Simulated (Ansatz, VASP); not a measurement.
Two plane-wave programs on InSb3

The input INCAR:

```
SYSTEM = InSb3
PREC = Accurate ; ENCUT = 520
EDIFF = 1E-6 ; ISMEAR = -1
SIGMA = 0.05 ; LREAL = .FALSE.
LASPH = .TRUE. ; NELM = 100
ALGO = Normal ; ISIF = 2
LWAVE = .FALSE. ; LCHARG = .FALSE.
GGA = PE ; NBANDS = 22
```

Contents of KPOINTS:

```
regular mesh
0
G
  6 6 6
  0 0 0
```

Contents of POSCAR:

```
InSb3
1.0
    4.8696159243      0.0000000000      0.0000000000
    0.0000000000      4.8696159243      0.0000000000
    0.0000000000      0.0000000000      4.8696159243
Sb In
3 1
Direct
    0.5000000000      0.5000000000      0.0000000000
    0.0000000000      0.5000000000      0.5000000000
    0.5000000000      0.0000000000      0.5000000000
    0.0000000000      0.0000000000      0.0000000000
```

File input.yaml:

```yaml
crystal:
  lattice:
    - [4.8696159243, 0.0, 0.0]
    - [0.0, 4.8696159243, 0.0]
    - [0.0, 0.0, 4.8696159243]
  atoms:
    - { symbol: Sb, position: [0.5, 0.5, 0.0] }
    - { symbol: Sb, position: [0.0, 0.5, 0.5] }
    - { symbol: Sb, position: [0.5, 0.0, 0.5] }
    - { symbol: In, position: [0.0, 0.0, 0.0] }
hamiltonian:
  xc: pbe
  pseudopotentials: { kind: paw }
kpoints:
  mp_grid: { grid: [6, 6, 6] }
scf:
  occupations: { method: fermi_dirac, width: 0.05 }
output:
  forces: true
  stress: true
  eigenvalues: true
```

Alike in both runs: task single point; functional PBE; k mesh 6 × 6 × 6; occupations fermi-dirac, width 0.05 eV; no spin polarisation.

```csv
,VASP,Ansatz
version,VASP 6.6.1,Ansatz 0.2.0
potentials or method,"VASP PAW PBE potentials, release 64 (Sb, In_d)",Ansatz PAW
plane-wave cutoff (eV),520,420
valence electrons in the cell,28,58
```

|  | VASP | Ansatz | Ansatz less VASP |
| --- | --- | --- | --- |
| gap on the k mesh at the Fermi level (eV) | none | none | - |
| pressure (GPa) | -1.7 | -1.7 | +0.10 |

A gap of «none» marks a metal or a gap that the smearing closes. With one functional, cell and mesh, what is left measures potentials, basis and numerics. VASP's potentials hold 28 valence electrons a cell and Ansatz's 58, so a difference there can come from the potentials and not from the codes.

Spin-orbit coupling is off throughout.
